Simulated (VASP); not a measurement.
# Cr (P6_3/mmc) in VASP: further runs, part 2 of 2

VASP 6.6.1. The steps go on from the part before.

### Step 3. Single point, r2SCAN, collinear spin

This run uses another cell than the first one, of 11.82 Å³/atom.

The input, POSCAR:

```
Cr
1.0
    2.5840033398      0.0000000000      0.0000000000
   -1.2920016699      2.2378125357      0.0000000000
    0.0000000000      0.0000000000      8.1791223164
Cr
4
Direct
    0.3333333333      0.6666666667      0.3778277944
    0.6666666667      0.3333333333      0.8778277944
    0.6666666667      0.3333333333      0.6221722056
    0.3333333333      0.6666666667      0.1221722056
```

The input, INCAR.step1:

```
ALGO     = Normal         # electronic algorithm
EDIFF    = 1E-5           # SCF threshold, eV
ENCUT    = 770            # plane-wave cutoff, eV
GGA      = PE             # functional
GGA_COMPAT= F            
ISMEAR   = 0              # smearing method
ISPIN    = 2              # spin polarisation
LASPH    = T              # aspherical terms in the spheres
LCHARG   = F              # write CHGCAR
LMAXMIX  = 4              # l up to which the mixer works
LREAL    = F              # projectors in reciprocal space
LWAVE    = T              # write WAVECAR
MAGMOM   = 0.08 0.08 0.08 0.08 # initial moments
NBANDS   = 40             # bands
NELM     = 200            # most SCF steps
PREC     = Accurate       # precision mode
SIGMA    = 0.1            # smearing width, eV
```

The input, INCAR.step2:

```
ALGO     = Normal         # electronic algorithm
EDIFF    = 1E-6           # SCF threshold, eV
ENCUT    = 770            # plane-wave cutoff, eV
GGA_COMPAT= F            
ISIF     = 2              # what is computed and relaxed
ISMEAR   = 0              # smearing method
ISPIN    = 2              # spin polarisation
ISTART   = 1            
LASPH    = T              # aspherical terms in the spheres
LCHARG   = T              # write CHGCAR
LELF     = T              # ELF
LMAXMIX  = 4              # l up to which the mixer works
LMIXTAU  = T            
LORBIT   = 11             # projections on sites
LREAL    = F              # projectors in reciprocal space
LVHAR    = T            
LWAVE    = F              # write WAVECAR
MAGMOM   = 0.08 0.08 0.08 0.08 # initial moments
METAGGA  = R2SCAN         # meta-GGA
NBANDS   = 40             # bands
NELM     = 200            # most SCF steps
PREC     = Accurate       # precision mode
SIGMA    = 0.1            # smearing width, eV
```

The input, KPOINTS:

```
k-points
0
Gamma
  6 6 4
```

Potentials or basis: VASP PAW PBE potentials, release 64 (Cr_sv).

The run is started by

```console
> cat potpaw_PBE.64/Cr_sv/POTCAR > POTCAR
> cp INCAR.step1 INCAR
> mpirun -np 1 vasp_std > vasp.out
> cp INCAR.step2 INCAR
> mpirun -np 1 vasp_std > vasp.out
```

OUTCAR:

```text
EDIFF = 1E-6
   ENCUT = 770
   ISIF = 2
   ISMEAR = 0
   ISPIN = 2
   ISTART = 1
   LASPH = T
   LORBIT = 11
   LREAL = F
   METAGGA = R2SCAN
   NELM = 200
   PREC = Accurate

 ion  position               nearest neighbor table
   1  0.333  0.667  0.378-   4 2.09   3 2.49   3 2.49   3 2.49
   2  0.667  0.333  0.878-   3 2.09   4 2.49   4 2.49   4 2.49
   3  0.667  0.333  0.622-   2 2.09   1 2.49   1 2.49   1 2.49
   4  0.333  0.667  0.122-   1 2.09   2 2.49   2 2.49   2 2.49

  LATTYP: Found a hexagonal cell.
 ALAT       =     2.5840033398
[... 2033 lines left out ...]
  volume of cell :       47.30
      direct lattice vectors                 reciprocal lattice vectors
     2.584003340  0.000000000  0.000000000     0.386996404  0.223432478  0.000000000
    -1.292001670  2.237812536  0.000000000     0.000000000  0.446864956  0.000000000
     0.000000000  0.000000000  8.179122316     0.000000000  0.000000000  0.122262507

 POSITION                                       TOTAL-FORCE (eV/Angst)
 -----------------------------------------------------------------------------------
     -0.00000      1.49188      3.09030        -0.000000      0.000000      0.042299
      1.29200      0.74594      7.17986         0.000000     -0.000000      0.042299
      1.29200      0.74594      5.08882         0.000000     -0.000000     -0.042299
     -0.00000      1.49188      0.99926        -0.000000     -0.000000     -0.042299
 -----------------------------------------------------------------------------------
    total drift:                                0.000000     -0.000000      0.000000

  FREE ENERGIE OF THE ION-ELECTRON SYSTEM (eV)
  ---------------------------------------------------
  free  energy   TOTEN  =       -56.5268551794 eV

  energy  without entropy=      -56.5031911732  energy(sigma->0) =      -56.51502318

 total charge

# of ion       s       p       d       tot
------------------------------------------
    1        2.198   6.016   3.686  11.900
    2        2.198   6.016   3.686  11.900
    3        2.198   6.016   3.686  11.900
    4        2.198   6.016   3.686  11.900
--------------------------------------------------
tot          8.790  24.065  14.744  47.599

 magnetization (x)

# of ion       s       p       d       tot
------------------------------------------
    1        0.000  -0.000  -0.000  -0.000
    2        0.000  -0.000  -0.000  -0.000
    3        0.000  -0.000  -0.000  -0.000
    4        0.000  -0.000  -0.000  -0.000
--------------------------------------------------
tot          0.000  -0.000  -0.000  -0.000
```

OUTCAR.step1:

```text
EDIFF = 1E-5
   ENCUT = 770
   GGA = PE
   ISMEAR = 0
[... 2053 lines left out ...]
     -0.00000      1.49188      3.09030         0.000000      0.000000      0.075511
      1.29200      0.74594      7.17986         0.000000     -0.000000      0.075511
      1.29200      0.74594      5.08882         0.000000      0.000000     -0.075511
     -0.00000      1.49188      0.99926        -0.000000      0.000000     -0.075511
 -----------------------------------------------------------------------------------
    total drift:                                0.000000     -0.000000      0.000000

  FREE ENERGIE OF THE ION-ELECTRON SYSTEM (eV)
  ---------------------------------------------------
  free  energy   TOTEN  =       -35.8203692503 eV

  energy  without entropy=      -35.7908709417  energy(sigma->0) =      -35.80562010
```

OSZICAR.step1:

```text
N       E                     dE             d eps       ncg     rms          rms(c)
DAV:   1     0.147583264024E+04    0.14758E+04   -0.36001E+04  4184   0.608E+03
DAV:   2     0.120546264154E+03   -0.13553E+04   -0.13191E+04  4224   0.115E+03
DAV:   3    -0.185604804485E+02   -0.13911E+03   -0.13231E+03  4344   0.432E+02
DAV:   4    -0.342788266420E+02   -0.15718E+02   -0.15205E+02  5272   0.128E+02
DAV:   5    -0.388363080750E+02   -0.45575E+01   -0.45362E+01  6336   0.454E+01    0.251E+01
DAV:   6    -0.351573274958E+02    0.36790E+01   -0.37381E+01  5648   0.818E+01    0.588E+00
DAV:   7    -0.355888786246E+02   -0.43155E+00   -0.51867E+00  6216   0.194E+01    0.394E+00
DAV:   8    -0.357655938950E+02   -0.17672E+00   -0.14656E+00  6416   0.696E+00    0.903E-01
DAV:   9    -0.358091906477E+02   -0.43597E-01   -0.44535E-01  6496   0.317E+00    0.386E-01
DAV:  10    -0.358179027139E+02   -0.87121E-02   -0.97364E-02  6168   0.125E+00    0.257E-01
DAV:  11    -0.358198540515E+02   -0.19513E-02   -0.20230E-02  6320   0.598E-01    0.632E-02
DAV:  12    -0.358202813664E+02   -0.42731E-03   -0.45172E-03  4464   0.241E-01    0.259E-02
DAV:  13    -0.358203523062E+02   -0.70940E-04   -0.72426E-04  3256   0.932E-02    0.106E-02
DAV:  14    -0.358203646174E+02   -0.12311E-04   -0.12688E-04  2704   0.487E-02    0.508E-03
DAV:  15    -0.358203692503E+02   -0.46330E-05   -0.23715E-05  2432   0.269E-02
   1 F= -.35820369E+02 E0= -.35805620E+02  d E =-.294983E-01  mag=     0.0004
```

It took 8 min on 1 thread of Intel Xeon Platinum 8259CL at 2.50GHz (Skylake/Cascade Lake), shared host; peak memory 0.3 GiB.

What came out:

| Property | Result |
| --- | --- |
| Free energy | -56.5269 eV |
| Pressure | -0.6 GPa |
| Largest force | 0.042 eV/Å |
| Band gap on the k mesh | zero (filled and empty bands overlap) |
| Net moment | 0.00 μB per cell |
| Valence electrons inside the program's atomic spheres | Cr 11.90 |

Forces on the atoms (eV/Å):
```
Cr   0.000  0.000  0.042
Cr   0.000  0.000  0.042
Cr   0.000  0.000 -0.042
Cr   0.000  0.000 -0.042
```

Caveat: the k points lie up to 0.47 Å⁻¹ apart, too coarse for converged energies and pressures of a metal; the PAW data sets were made with another functional, which shifts forces and pressure a little.
